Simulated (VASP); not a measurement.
Write the native input for VASP 6.6.1 that does the following.

* Task: single point
* Functional: LDA
* Potentials or basis: VASP PAW LDA potentials, release 64 (Si)
* Cutoff: 520 eV
* k mesh: 20 × 20 × 20
* Occupations: gaussian, width 0.15 eV
* Spin: no spin polarisation
* Dipole correction: no
* Further INCAR settings: ALGO = Normal; EDIFF = 1e-06; NBANDS = 11

The structure of Si lies in POSCAR:

```
Si
1.0
   -2.1816625201      2.1816625201      1.2760947743
    2.1816625201     -2.1816625201      1.2760947743
    2.1816625201      2.1816625201     -1.2760947743
Si
2
Direct
    0.2500000000      0.7500000000      0.5000000000
    0.5000000000      0.5000000000      0.0000000000
```

This cell differs from its parent crystal: strain -0.080 along x and y, -0.040 along z.

The input as run:

INCAR

```
SYSTEM = Si
PREC = Accurate
ENCUT = 520
EDIFF = 1E-6
ISMEAR = 0
SIGMA = 0.15
LREAL = .FALSE.
LASPH = .TRUE.
NELM = 80
ALGO = Normal
ISIF = 2
LWAVE = .FALSE.
LCHARG = .FALSE.
NBANDS = 11
```

KPOINTS

```
regular mesh
0
G
  20 20 20
  0 0 0
```

Potentials or basis: VASP PAW LDA potentials, release 64 (Si).

The run is started by

```console
$ cat potpaw_LDA.64/Si/POTCAR > POTCAR
$ mpirun -np 1 vasp_std > vasp.out
```

Results of the run:

| Property | Result |
| --- | --- |
| Pressure | 38.5 GPa |
| Band gap on the k mesh | zero (band 4 reaches 15.52 eV, above the bottom of band 5 at 7.16 eV) |

Caveat: the cell differs from its parent crystal (strain -0.080 along x and y, -0.040 along z).

It took 110 s on 1 thread of Intel(R) Xeon(R) Platinum 8488C (Sapphire Rapids), with other jobs on the host, peak memory 0.24 GiB.
